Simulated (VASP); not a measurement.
Crystal: Ga3Se.

```
CELL_PARAMETERS angstrom
4.43246 0.00000 0.00000
0.00000 4.43246 0.00000
0.00000 0.00000 4.43246
ATOMIC_POSITIONS crystal
Se 0.00000 0.00000 0.00000
Ga 0.50000 0.50000 0.00000
Ga 0.50000 0.00000 0.50000
Ga 0.00000 0.50000 0.50000
```

- Program: VASP 6.6.1
- Task: relaxation of cell and atoms
- Functional: BLYP
- Potentials or basis: VASP PAW PBE potentials, release 64 (Se, Ga_d)
- Cutoff: 600 eV
- k mesh: 6 × 6 × 6
- Occupations: fermi-dirac, width 0.05 eV
- Spin: no spin polarisation

At the start: pressure 4.5 GPa; volume 21.77 Å³/atom.

Q: How do energy, volume and symmetry change on relaxing?

A: Over 4 steps the energy falls by 36.7 meV/atom and the volume is 24.73 Å³/atom (+13.6 %); space group Pm-3m (No. 221, to 0.1 Å) before and after.

The path:
```tsv
step	energy change (eV)	largest force (eV/Å)	pressure (GPa)	volume (Å³)
1	0.0000	0.0000	4.46	87.08
2	-0.1331	0.0000	1.19	94.95
3	-0.1467	0.0000	-0.15	99.46
4	-0.1470	0.0000	-0.01	98.91
```

Final structure:
```
CELL_PARAMETERS angstrom
4.62473 0.00000 0.00000
0.00000 4.62473 0.00000
0.00000 0.00000 4.62473
ATOMIC_POSITIONS crystal
Se 0.00000 0.00000 0.00000
Ga 0.50000 0.50000 0.00000
Ga 0.50000 0.00000 0.50000
Ga 0.00000 0.50000 0.50000
```

Caveat: the PAW data sets were made with another functional, which shifts forces and pressure a little.
